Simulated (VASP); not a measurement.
A run of VASP 6.6.1:

Contents of INCAR:

```
SYSTEM = CdTe
PREC     = Accurate       ! precision mode
ENCUT    = 520            ! plane-wave cutoff, eV
EDIFF    = 1E-6           ! SCF threshold, eV
ISMEAR   = -1             ! smearing method
SIGMA    = 0.2            ! smearing width, eV
LREAL    = .False.        ! projectors in reciprocal space
LASPH    = .True.         ! aspherical terms in the spheres
NELM     = 100            ! most SCF steps
ALGO     = Normal         ! electronic algorithm
ISIF     = 2              ! what is computed and relaxed
LWAVE    = .False.        ! write WAVECAR
LCHARG   = .False.        ! write CHGCAR
NBANDS   = 16             ! bands
```

The input KPOINTS:

```
Automatic mesh
0
Gamma
  8 8 8
  0 0 0
```

POSCAR

```
CdTe
1.0
    0.0000000000      3.1047774262      3.4152551688
    3.1047774262      0.0000000000      3.4152551688
    3.1047774262      3.1047774262      0.0000000000
Cd Te
1 1
Direct
    0.0000000000      0.0000000000      0.0000000000
    0.7500000000      0.7500000000      0.7500000000
```

Potentials or basis: VASP PAW LDA potentials, release 64 (Cd, Te).

Run with:

```sh
$ cat potpaw_LDA.64/Cd/POTCAR potpaw_LDA.64/Te/POTCAR > POTCAR
$ mpirun -np 1 vasp_std > vasp.out
```

Hardware: 1 thread of Intel Xeon 6975P-C, with other jobs on the host.

Q: How long does it take, and how much memory?

A: Run time: 54 s on 1 thread of Intel Xeon 6975P-C, on a shared host, peak memory 0.21 GiB. Counts: scf iterations 12, k points 59.
